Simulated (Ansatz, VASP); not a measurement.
## Li2O: VASP beside Ansatz

```xyz
3
Lattice="0.0000 2.2864 2.2864 2.2864 0.0000 2.2864 2.2864 2.2864 0.0000" Properties=species:S:1:pos:R:3 pbc="T T T"
Li    1.1432    1.1432    1.1432
Li    3.4296    3.4296    3.4296
O     0.0000    0.0000    0.0000
```

Alike in both runs: task single point; functional PBE; k mesh 6 × 6 × 6; no spin polarisation.

|  | VASP | Ansatz |
| --- | --- | --- |
| version | VASP 6.6.1 | Ansatz 0.2.0 |
| potentials or method | VASP PAW PBE potentials, release 64 (Li_sv, O) | plane waves, PAW |
| plane-wave cutoff (eV) | 750 | 420 |
| occupations | gaussian, width 0.01 eV | fixed |
| valence electrons in the cell | 12 | 12 |

|  | VASP | Ansatz | Ansatz less VASP |
| --- | --- | --- | --- |
| gap on the k mesh at the Fermi level (eV) | 5.04 | 5.05 | +0.012 |
